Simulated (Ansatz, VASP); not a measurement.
Cu in VASP and in Ansatz

```
CELL_PARAMETERS angstrom
-1.44716 1.43374 1.36013
1.44725 -1.43990 1.36668
1.46384 1.45658 -1.36658
ATOMIC_POSITIONS crystal
Cu 0.99823 0.97807 0.02493
```

Change from the starting cell: kmesh displaced: [8, 8, 8] Gamma-centred.

Alike in both runs: task single point; functional PBE; k mesh 8 × 8 × 8; occupations gaussian, width 0.1 eV; no spin polarisation.

|  | VASP | Ansatz |
| --- | --- | --- |
| version | VASP 6.6.1 | Ansatz 0.2.0 |
| potentials or method | VASP PAW PBE potentials, release 64 (Cu), cutoff 520 eV | scalar-relativistic, plane waves, PAW |
| valence electrons in the cell | 11 | 19 |

```csv
,VASP,Ansatz,Ansatz less VASP
gap on the k mesh at the Fermi level (eV),none,none,-
pressure (GPa),8.1,7.4,-0.67
"traceless stress, the component that is largest in VASP (GPa)",-1.05,-1.00,+0.045
```

A gap of «none» marks a metal or a gap that the smearing closes. VASP's potentials hold 11 valence electrons a cell and Ansatz's 19, so a difference there can come from the potentials and not from the codes.

The k mesh is coarse, so the values compare programs but aren't converged.
